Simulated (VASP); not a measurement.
A run of VASP 6.6.1 is set up as follows.

Contents of INCAR:

```
SYSTEM = Zn
ALGO = Fast ; EDIFF = 1E-6
ENCUT = 520 ; GGA = PS
ISIF = 2 ; ISMEAR = 0
LASPH = .TRUE. ; LCHARG = .FALSE.
LREAL = .FALSE. ; LWAVE = .FALSE.
NBANDS = 12 ; NELM = 60
PREC = Accurate ; SIGMA = 0.15
```

The input KPOINTS:

```
k-points
0
G
  20 20 20
  0 0 0
```

File POSCAR:

```
Zn
1.0
   -1.5147737563      1.5300745013      1.5912774814
    1.5147737563     -1.5300745013      1.5912774814
    1.5147737563      1.5300745013     -1.5912774814
Zn
1
Direct
    0.0000000000      0.0000000000      0.0000000000
```

Potentials or basis: VASP PAW PBE potentials, release 64 (Zn).

The run is started by

```sh
$ cat potpaw_PBE.64/Zn/POTCAR > POTCAR
$ mpirun -np 1 vasp_std > vasp.out
```

Task: Estimate the pressure.

Result: -2.0 GPa.

Task: What does it give for the band gap on the k mesh?

Result: Zero (bands 6 and 7 overlap by 4.57 eV).

Stress tensor (GPa, compression positive):
```
-2.82  0.00  0.00
 0.00 -2.39  0.00
 0.00  0.00 -0.82
```

Caveat: the cell differs from its parent crystal (normal strain along x -0.0100, normal strain along z +0.0400); the PAW data sets were made with another functional, which shifts forces and pressure a little.
